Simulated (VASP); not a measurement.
# BN (F-43m) in VASP: further runs

The runs below take BN through single point, relaxation of cell and atoms, with r2SCAN.

All numbers are computed with VASP 6.6.1; they aren't measurements. Logs are shortened: lines on timing, memory, paths and dates and some standing lists are left out, and cuts for length are marked.

## (1) The cell of the first run

Symmetry: F-43m, No. 216, cubic system. The conventional cell has a = 3.645 Å, b = 3.645 Å, c = 3.645 Å, α = 90.00°, β = 90.00°, γ = 90.00°. B (site symmetry -43m) has 4 N at 1.58 Å within 2.1 Å. Within 2.1 Å of N (site symmetry -43m) lie 4 B at 1.58 Å.

## (2) Single point, r2SCAN (6.06 Å³/atom)

POSCAR

```
BN
1.0
    0.0000000000      1.8226843616      1.8226843616
    1.8226843616      0.0000000000      1.8226843616
    1.8226843616      1.8226843616      0.0000000000
B N
1 1
Direct
    0.0000000000      0.0000000000      0.0000000000
    0.7500000000      0.7500000000      0.7500000000
```

INCAR.step1

```
SYSTEM = BN
PREC = Accurate ; ENCUT = 520
ISMEAR = 0 ; SIGMA = 0.02
LREAL = .False. ; LASPH = .True.
NELM = 60 ; NBANDS = 11
GGA = PE ; ALGO = Normal
EDIFF = 1E-4 ; LWAVE = .True.
LCHARG = .False.
```

INCAR.step2

```
SYSTEM = BN
PREC = Accurate ; ENCUT = 520
EDIFF = 1E-7 ; ISMEAR = 0
SIGMA = 0.02 ; LREAL = .False.
LASPH = .True. ; NELM = 60
ALGO = Normal ; ISIF = 2
LWAVE = .False. ; LCHARG = .False.
METAGGA = R2SCAN ; LMIXTAU = .True.
NBANDS = 11 ; ISTART = 1
```

KPOINTS

```
Automatic mesh
0
Gamma
  12 12 12
  0 0 0
```

Potentials or basis: VASP PAW PBE potentials, release 64 (B, N).

Run with:

```bash
$ cat potpaw_PBE.64/B/POTCAR potpaw_PBE.64/N/POTCAR > POTCAR
$ cp INCAR.step1 INCAR
$ mpirun -np 1 vasp_std > vasp.out
$ cp INCAR.step2 INCAR
$ mpirun -np 1 vasp_std > vasp.out
```

OUTCAR:

```text
SYSTEM = BN
   PREC = Accurate
   ENCUT = 520
   EDIFF = 1E-7
   ISMEAR = 0
   LREAL = .False.
   LASPH = .True.
   NELM = 60
   ISIF = 2
   METAGGA = R2SCAN
   ISTART = 1

 ion  position               nearest neighbor table
   1  0.000  0.000  0.000-   2 1.58   2 1.58   2 1.58   2 1.58
   2  0.750  0.750  0.750-   1 1.58   1 1.58   1 1.58   1 1.58

  LATTYP: Found a face centered cubic cell.
 ALAT       =     3.6453687232

  Lattice vectors:

 A1 = (   0.0000000000,   1.8226843616,   1.8226843616)
 A2 = (   1.8226843616,   0.0000000000,   1.8226843616)
 A3 = (   1.8226843616,   1.8226843616,   0.0000000000)

Analysis of symmetry for initial positions (statically):
=====================================================================
 Subroutine PRICEL returns:
 Original cell was already a primitive cell.

 Routine SETGRP: Setting up the symmetry group for a
 face centered cubic supercell.

 Subroutine GETGRP returns: Found 24 space group operations
 (whereof 24 operations were pure point group operations)
 out of a pool of 48 trial point group operations.

The static configuration has the point symmetry T_d .

Analysis of symmetry for dynamics (positions and initial velocities):
=====================================================================
 Subroutine PRICEL returns:
 Original cell was already a primitive cell.

 Routine SETGRP: Setting up the symmetry group for a
 face centered cubic supercell.

 Subroutine GETGRP returns: Found 24 space group operations
 (whereof 24 operations were pure point group operations)
 out of a pool of 48 trial point group operations.

The dynamic configuration has the point symmetry T_d .

 Subroutine INISYM returns: Found 24 space group operations
 (whereof 24 operations are pure point group operations),
 and found     1 'primitive' translations

----------------------------------------------------------------------------------------

                                     Primitive cell

  volume of cell :      12.1106

  direct lattice vectors                    reciprocal lattice vectors
     0.000000000  1.822684362  1.822684362    -0.274320673  0.274320673  0.274320673
     1.822684362  0.000000000  1.822684362     0.274320673 -0.274320673  0.274320673
     1.822684362  1.822684362  0.000000000     0.274320673  0.274320673 -0.274320673

  length of vectors
     2.577664944  2.577664944  2.577664944     0.475137342  0.475137342  0.475137342

  position of ions in fractional coordinates (direct lattice)
     0.000000000  0.000000000  0.000000000
[... 87 lines left out ...]
   TEBEG  =    0.0;   TEEND  =   0.0 temperature during run
   PSTRESS=    0.0 pullay stress
   NELECT =       8.0000    total number of electrons
   NUPDOWN=      -1.0000    fix difference up-down
   EMIN   =  10.00;   EMAX   =-10.00  energy-range for DOS
   EFERMI =   0.00;   METHOD = LEGACY
   ISMEAR =     0;   SIGMA  =   0.02  broadening in eV -4-tet -1-fermi 0-gaus
   EFERMI_NEDOS =   21; number of points for ismear=-14 and -15
   IALGO  =     38    algorithm
   IMIX   =      4    mixing-type and parameters
     AMIX     =   0.40;   BMIX     =  1.00
     AMIX_MAG =   1.60;   BMIX_MAG =  1.00
  volume/ion in A,a.u.               =       6.06        40.86
  Fermi-wavevector in a.u.,A,eV,Ry     =   1.425772  2.694318 27.658267  2.032825
  Thomas-Fermi vector in A             =   2.546120
   LORBIT       =      0    0 simple, 1 ext, 2 COOP (PROOUT), +10 PAW based schemes
   METAGGA = R2SCAN    functional components
   LHFCALC =     F    Hartree Fock is set to
   AEXX    =    0.0000 exact exchange contribution
   IVDW    =     0    specifies the selected vdW correction
   LEPSILON=     F    determine dielectric tensor
   LRPA    =     F    only Hartree local field effects (RPA)
 non-spin polarized calculation
 Gauss-broadening in eV      SIGMA  =   0.02
  energy-cutoff  :      520.00
  volume of cell :       12.11
 maximum number of plane-waves:       335
   NGX =  9   NGY =  9   NGZ =  9

 number of electron       8.0000000 magnetization

 Free energy of the ion-electron system (eV)
  ---------------------------------------------------
  ext. energy  EPLUGINS =         0.00000000
  ---------------------------------------------------
  free energy    TOTEN  =       -19.16248676 eV

  energy without entropy =      -19.16248676  energy(sigma->0) =      -19.16248676

 E-fermi :   7.1800     XC(G=0): -13.5137

 val. band max:        6.9369697020   @ k =   0.0000   0.0000   0.0000
 cond. band min:      11.8815886221   @ k =   0.5000   0.5000   0.0000
 fundamental gap:      4.9446189201
 Fermi energy:         7.1799707272

 k-point     1 :       0.0000    0.0000    0.0000
  band No.  band energies     occupation
      1     -14.0659      2.00000
      2       6.9370      2.00000
      3       6.9370      2.00000
      4       6.9370      2.00000
      5      16.3401      0.00000
      6      16.3401      0.00000
      7      16.3401      0.00000
      8      17.5705      0.00000
      9      32.5770      0.00000
     10      35.3722      0.00000
     11      35.3722      0.00000
[... 309 lines left out ...]
 k-point    24 :      -0.4167    0.1667    0.0000
  band No.  band energies     occupation
      1      -9.5226      2.00000
      2      -3.2145      2.00000
      3       2.7243      2.00000
      4       4.3383      2.00000
      5      16.8021      0.00000
      6      19.6300      0.00000
      7      19.8508      0.00000
      8      23.4155      0.00000
      9      28.9676      0.00000
     10      33.1876      0.00000
     11      34.6532      0.00000

 [... further k-points ...]

------------------------ aborting loop because EDIFF is reached ----------------------------------------

  FORCE on cell =-STRESS in cart. coord.  units (eV):
  Direction    XX          YY          ZZ          XY          YZ          ZX
  --------------------------------------------------------------------------------------
  -------------------------------------------------------------------------------------
  Total       -0.7510614     -0.7510614     -0.7510614      0.0000000     -0.0000000      0.0000000
  in kB      -99.3622974    -99.3622974    -99.3622974      0.0000000     -0.0000000      0.0000000
  external PRESSURE =     -99.3622974 kB  Pullay stress =       0.0000000 kB

 VOLUME and BASIS-vectors are now :
 -----------------------------------------------------------------------------
  energy-cutoff  :      520.00
  volume of cell :       12.11
      direct lattice vectors                 reciprocal lattice vectors
     0.000000000  1.822684362  1.822684362    -0.274320673  0.274320673  0.274320673
     1.822684362  0.000000000  1.822684362     0.274320673 -0.274320673  0.274320673
     1.822684362  1.822684362  0.000000000     0.274320673  0.274320673 -0.274320673

 POSITION                                       TOTAL-FORCE (eV/Angst)
 -----------------------------------------------------------------------------------
      0.00000      0.00000      0.00000        -0.000000     -0.000000     -0.000000
      2.73403      2.73403      2.73403         0.000000      0.000000      0.000000
 -----------------------------------------------------------------------------------
    total drift:                               -0.000000     -0.000000     -0.000000

  FREE ENERGIE OF THE ION-ELECTRON SYSTEM (eV)
  ---------------------------------------------------
  free  energy   TOTEN  =       -19.1624867649 eV

  energy  without entropy=      -19.1624867649  energy(sigma->0) =      -19.16248676
```

It took 18 s on 1 thread of Intel Xeon 6975P-C (Granite Rapids), shared host; peak memory 0.12 GiB.

Results:

```yaml
Free_energy: -19.1625 eV
Pressure: -9.9 GPa
Band_gap_on_the_k_mesh: 4.94 eV (least direct gap 9.40 eV)
```

Levels at points of the mesh, in eV from the valence-band top:
| k point | band 1 | band 2 | band 3 | band 4 | band 5 | band 6 | band 7 | band 8 | band 9 |
| --- | --- | --- | --- | --- | --- | --- | --- | --- | --- |
| (0.00, 0.00, 0.00) | -21.00 | 0.00 | 0.00 | 0.00 | 9.40 | 9.40 | 9.40 | 10.63 | 25.64 |
| (0.50, 0.00, 0.00) | -16.83 | -10.85 | -1.97 | -1.97 | 10.45 | 11.33 | 11.33 | 16.13 | 24.50 |
| (0.50, 0.50, 0.00) | -15.44 | -9.15 | -4.97 | -4.97 | 4.94 | 9.67 | 18.86 | 18.86 | 21.75 |

Caveat: the cell stands under tension; the PAW data sets were made with another functional, which shifts forces and pressure a little. A k mesh can miss the band edges.

[end of part 1 of 3]
